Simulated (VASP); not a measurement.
# Fe2Pt (P-3m1) in VASP: single point with PBEsol

Aim: the single point of Fe2Pt with PBEsol.

Everything below comes from runs of VASP 6.6.1. Logs are shortened: lines on timing, memory, paths and dates and some standing lists are left out, and cuts for length are marked.

## Step 1: The cell of the first run

The structure is trigonal, space group P-3m1 (No. 164). Conventional cell: a = 2.715 Å, b = 2.715 Å, c = 6.117 Å, α = 90.00°, β = 90.00°, γ = 120.00°. Fe (site symmetry 3m) has 9 Fe at 2.42 to 2.71 Å and 3 Pt at 2.65 Å within 3.2 Å. Pt (site symmetry -3m) has 6 Fe at 2.65 Å and 6 Pt at 2.71 Å within 3.5 Å.

## Step 2: Single point, PBEsol, collinear spin, ferromagnetic start

File INCAR:

```
ALGO = Fast
EDIFF = 1E-7
ENCUT = 520
GGA = PS
ISIF = 2
ISMEAR = 0
ISPIN = 2
LASPH = T
LCHARG = F
LMAXMIX = 4
LORBIT = 11
LREAL = F
LWAVE = F
MAGMOM = 3.01 3.01 0.35
NBANDS = 24
NELM = 150
PREC = Accurate
SIGMA = 0.15
```

File KPOINTS:

```
k-points
0
Gamma
  12 12 6
```

File POSCAR:

```
Fe2Pt
1.0
    2.7145377425      0.0000000000      0.0000000000
   -1.3572688712      2.3508586445      0.0000000000
    0.0000000000      0.0000000000      6.1166902767
Fe Pt
2 1
Direct
    0.3333333333      0.6666666667      0.6505854388
    0.6666666667      0.3333333333      0.3494145612
    0.0000000000      0.0000000000      0.0000000000
```

Potentials or basis: VASP PAW PBE potentials, release 64 (Fe, Pt).

Command:

```sh
cat potpaw_PBE.64/Fe/POTCAR potpaw_PBE.64/Pt/POTCAR > POTCAR
mpirun -np 1 vasp_std > vasp.out
```

OUTCAR:

```text
EDIFF = 1E-7
   ENCUT = 520
   GGA = PS
   ISIF = 2
   ISMEAR = 0
   ISPIN = 2
   LASPH = T
   LORBIT = 11
   LREAL = F
   NELM = 150
   PREC = Accurate

 ion  position               nearest neighbor table
   1  0.333  0.667  0.651-   2 2.42   2 2.42   2 2.42   3 2.65   3 2.65   3 2.65
   2  0.667  0.333  0.349-   1 2.42   1 2.42   1 2.42   3 2.65   3 2.65   3 2.65
   3  0.000  0.000  0.000-   1 2.65   2 2.65   1 2.65   2 2.65   2 2.65   1 2.65

  LATTYP: Found a hexagonal cell.
 ALAT       =     2.7145377425
 C/A-ratio  =     2.2533082451

  Lattice vectors:

 A1 = (   2.7145377425,   0.0000000000,   0.0000000000)
 A2 = (  -1.3572688712,   2.3508586445,   0.0000000000)
 A3 = (   0.0000000000,   0.0000000000,   6.1166902767)

Analysis of symmetry for initial positions (statically):
=====================================================================
 Subroutine PRICEL returns:
 Original cell was already a primitive cell.

 Routine SETGRP: Setting up the symmetry group for a
 hexagonal supercell.

 Subroutine GETGRP returns: Found 12 space group operations
 (whereof 12 operations were pure point group operations)
 out of a pool of 24 trial point group operations.

The static configuration has the point symmetry D_3d.

Analysis of symmetry for dynamics (positions and initial velocities):
=====================================================================
 Subroutine PRICEL returns:
 Original cell was already a primitive cell.

 Routine SETGRP: Setting up the symmetry group for a
 hexagonal supercell.

 Subroutine GETGRP returns: Found 12 space group operations
 (whereof 12 operations were pure point group operations)
 out of a pool of 24 trial point group operations.

The dynamic configuration has the point symmetry D_3d.

Analysis of structural, dynamic, and magnetic symmetry:
=====================================================================
 Subroutine PRICEL returns:
 Original cell was already a primitive cell.

 Routine SETGRP: Setting up the symmetry group for a
 hexagonal supercell.

 Subroutine GETGRP returns: Found 12 space group operations
 (whereof 12 operations were pure point group operations)
 out of a pool of 24 trial point group operations.

The overall configuration has the point symmetry D_3d.

 Subroutine INISYM returns: Found 12 space group operations
 (whereof 12 operations are pure point group operations),
 and found     1 'primitive' translations

----------------------------------------------------------------------------------------

                                     Primitive cell

  volume of cell :      39.0336

  direct lattice vectors                    reciprocal lattice vectors
     2.714537743  0.000000000  0.000000000     0.368386847  0.212688245  0.000000000
    -1.357268871  2.350858645  0.000000000     0.000000000  0.425376491  0.000000000
     0.000000000  0.000000000  6.116690277     0.000000000  0.000000000  0.163487107

  length of vectors
     2.714537743  2.714537742  6.116690277     0.425376491  0.425376491  0.163487107

  position of ions in fractional coordinates (direct lattice)
     0.333333333  0.666666667  0.650585439
     0.666666667  0.333333333  0.349414561
     0.000000000  0.000000000  0.000000000

  ion indices of the primitive-cell ions
   primitive index   ion index
                 1           1
                 2           2
                 3           3

----------------------------------------------------------------------------------------

 KPOINTS: k-points

Automatic generation of k-mesh.
 Grid dimensions read from file:
 generate k-points for:   12   12    6

 Generating k-lattice:

  Cartesian coordinates                     Fractional coordinates (reciprocal lattice)
     0.030698904  0.017724020  0.000000000     0.083333333  0.000000000  0.000000000
     0.000000000  0.035448041  0.000000000     0.000000000  0.083333333  0.000000000
     0.000000000  0.000000000  0.027247851     0.000000000  0.000000000  0.166666667

  Length of vectors
     0.035448041  0.035448041  0.027247851

  Shift w.r.t. Gamma in fractional coordinates (k-lattice)
     0.000000000  0.000000000  0.000000000

 Subroutine IBZKPT returns following result:
 ===========================================

 Found    100 irreducible k-points:

 Following reciprocal coordinates:
            Coordinates               Weight
  0.000000  0.000000  0.000000      1.000000
  0.083333  0.000000  0.000000      6.000000
  0.166667  0.000000  0.000000      6.000000
  0.250000  0.000000  0.000000      6.000000
  0.333333  0.000000  0.000000      6.000000
  0.416667  0.000000  0.000000      6.000000
[... 16 lines left out ...]
  0.166667  0.000000  0.166667      6.000000
  0.000000  0.166667  0.166667      6.000000
 [... further k-points ...]
   k-points           NKPTS =    100   k-points in BZ     NKDIM =    100   number of bands    NBANDS=     24
   number of dos      NEDOS =    301   number of ions     NIONS =      3
   total plane-waves  NPLWV =  19200
   dimension x,y,z NGX =    20 NGY =   20 NGZ =   48
   dimension x,y,z NGXF=    40 NGYF=   40 NGZF=   96
   ions per type =               2   1
   NGX,Y,Z   is equivalent  to a cutoff of  12.25, 12.25, 13.05 a.u.
   NGXF,Y,Z  is equivalent  to a cutoff of  24.50, 24.50, 26.09 a.u.
 SYSTEM =  unknown system
   PREC   = accura    normal or accurate (medium, high low for compatibility)
   ISTART =      0    job   : 0-new  1-cont  2-samecut
   ICHARG =      2    charge: 1-file 2-atom 10-const
   ISPIN  =      2    spin polarized calculation?
   LNONCOLLINEAR =      F non collinear calculations
   LSORBIT =      F    spin-orbit coupling
   LASPH  =      T    aspherical Exc in radial PAW
   ENCUT  =  520.0 eV  38.22 Ry    6.18 a.u.   5.05  5.05 11.37*2*pi/ulx,y,z
   NELM   =    150;   NELMIN=  2; NELMDL= -5     # of ELM steps
   EDIFF  = 0.1E-06   stopping-criterion for ELM
   LREAL  =      F    real-space projection
   EDIFFG = 0.1E-05   stopping-criterion for IOM
   NSW    =      0    number of steps for IOM
   IBRION =     -1    ionic relax: 0-MD 1-quasi-New 2-CG
   NFREE  =      0    steps in history (QN), initial steepest desc. (CG)
   ISIF   =      2    stress and relaxation
   ISYM   =      2    0-nonsym 1-usesym 2-fastsym
   POTIM  = 0.5000    time-step for ionic-motion
   TEBEG  =    0.0;   TEEND  =   0.0 temperature during run
   PSTRESS=    0.0 pullay stress
   NELECT =      26.0000    total number of electrons
   NUPDOWN=      -1.0000    fix difference up-down
   EMIN   =  10.00;   EMAX   =-10.00  energy-range for DOS
   EFERMI =   0.00;   METHOD = LEGACY
   ISMEAR =     0;   SIGMA  =   0.15  broadening in eV -4-tet -1-fermi 0-gaus
   EFERMI_NEDOS =   21; number of points for ismear=-14 and -15
   IALGO  =     68    algorithm
   IMIX   =      4    mixing-type and parameters
     AMIX     =   0.40;   BMIX     =  1.00
     AMIX_MAG =   1.60;   BMIX_MAG =  1.00
  volume/ion in A,a.u.               =      13.01        87.80
  Fermi-wavevector in a.u.,A,eV,Ry     =   1.429727  2.701791 27.811914  2.044118
  Thomas-Fermi vector in A             =   2.549649
   LORBIT       =     11    0 simple, 1 ext, 2 COOP (PROOUT), +10 PAW based schemes
   GGA     = PS    functional components
   LHFCALC =     F    Hartree Fock is set to
   AEXX    =    0.0000 exact exchange contribution
   IVDW    =     0    specifies the selected vdW correction
   LEPSILON=     F    determine dielectric tensor
   LRPA    =     F    only Hartree local field effects (RPA)
 spin polarized calculation
 RMM-DIIS sequential band-by-band and
 Gauss-broadening in eV      SIGMA  =   0.15
  energy-cutoff  :      520.00
  volume of cell :       39.03
 maximum number of plane-waves:      1066
   NGX = 11   NGY = 11   NGZ = 23

 number of electron      26.0000000 magnetization       5.7683467

 Free energy of the ion-electron system (eV)
  ---------------------------------------------------
  ext. energy  EPLUGINS =         0.00000000
  ---------------------------------------------------
  free energy    TOTEN  =       -24.72582713 eV

  energy without entropy =      -24.68500717  energy(sigma->0) =      -24.70541715

 E-fermi :   7.8781     XC(G=0): -13.1973

 val. band max:        7.8770387103   @ k =   0.1667   0.0833   0.1667
 cond. band min:       7.8806946685   @ k =   0.2500   0.1667   0.1667
 fundamental gap:      0.0036559582
 Fermi energy:         7.8780802848

 spin component 1

 k-point     1 :       0.0000    0.0000    0.0000
  band No.  band energies     occupation
      1      -1.9163      1.00000
      2       0.7711      1.00000
      3       2.5157      1.00000
      4       3.8019      1.00000
      5       3.8019      1.00000
      6       4.7256      1.00000
[... 16 lines left out ...]
     23      27.0451      0.00000
     24      28.2774      0.00000
[... 598 lines left out ...]
      2       1.4282      1.00000
      3       2.5961      1.00000
      4       3.3192      1.00000
      5       3.9593      1.00000
      6       4.1723      1.00000
[... 16 lines left out ...]
     23      24.3756      0.00000
     24      25.2976      0.00000

 [... further k-points ...]

 spin component 2

 k-point     1 :       0.0000    0.0000    0.0000
  band No.  band energies     occupation
      1      -1.7328      1.00000
      2       1.0723      1.00000
      3       3.4260      1.00000
      4       4.0692      1.00000
      5       4.0692      1.00000
      6       5.1286      1.00000
[... 16 lines left out ...]
     23      27.0290      0.00000
     24      28.8891      0.00000
[... 598 lines left out ...]
      2       1.7346      1.00000
      3       3.1349      1.00000
      4       3.5900      1.00000
      5       4.8122      1.00000
      6       4.8489      1.00000
[... 16 lines left out ...]
     23      25.0549      0.00000
     24      25.6982      0.00000

 [... further k-points ...]
[... 5 lines left out ...]
  --------------------------------------------------------------------------------------
  -------------------------------------------------------------------------------------
  Total       -0.0987786     -0.0987786      0.0253577     -0.0000000     -0.0000000      0.0000000
  in kB       -4.0544757     -4.0544757      1.0408362     -0.0000000     -0.0000000      0.0000000
  external PRESSURE =      -2.3560384 kB  Pullay stress =       0.0000000 kB

 VOLUME and BASIS-vectors are now :
 -----------------------------------------------------------------------------
  energy-cutoff  :      520.00
  volume of cell :       39.03
      direct lattice vectors                 reciprocal lattice vectors
     2.714537743  0.000000000  0.000000000     0.368386847  0.212688245  0.000000000
    -1.357268871  2.350858645  0.000000000     0.000000000  0.425376491  0.000000000
     0.000000000  0.000000000  6.116690277     0.000000000  0.000000000  0.163487107

 POSITION                                       TOTAL-FORCE (eV/Angst)
 -----------------------------------------------------------------------------------
     -0.00000      1.56724      3.97943         0.000000      0.000000     -0.005470
      1.35727      0.78362      2.13726        -0.000000      0.000000      0.005470
      0.00000      0.00000      0.00000         0.000000      0.000000      0.000000
 -----------------------------------------------------------------------------------
    total drift:                                0.000000     -0.000000      0.000000

  FREE ENERGIE OF THE ION-ELECTRON SYSTEM (eV)
  ---------------------------------------------------
  free  energy   TOTEN  =       -24.7258271316 eV

  energy  without entropy=      -24.6850071656  energy(sigma->0) =      -24.70541715

 total charge

# of ion       s       p       d       tot
------------------------------------------
    1        0.463   0.491   6.186   7.140
    2        0.463   0.491   6.186   7.140
    3        0.710   0.697   8.052   9.460
--------------------------------------------------
tot          1.636   1.679  20.424  23.739

 magnetization (x)

# of ion       s       p       d       tot
------------------------------------------
    1       -0.010  -0.025   2.755   2.720
    2       -0.010  -0.025   2.755   2.720
    3       -0.013  -0.035   0.308   0.260
--------------------------------------------------
tot         -0.034  -0.085   5.819   5.700
```

It took 5.5 min on 1 thread of Intel Xeon 8259CL, shared host; peak memory 0.27 GiB.

What came out:

```yaml
Free_energy: -24.7258 eV
Pressure: -0.2 GPa
Largest_force: 0.005 eV/Å
Net_moment: 5.77 μB per cell
Site_moments: Fe +2.72; Pt +0.26 μB
Valence_electrons_inside_the_program's_atomic_spheres: Fe 7.14; Pt 9.46
```

Forces on the atoms (eV/Å):
```
Fe   0.000  0.000 -0.005
Fe   0.000  0.000  0.005
Pt   0.000  0.000  0.000
```

Caveat: the PAW data sets were made with another functional, which shifts forces and pressure a little; spin-orbit coupling is left out, which moves the levels of the heavy elements.
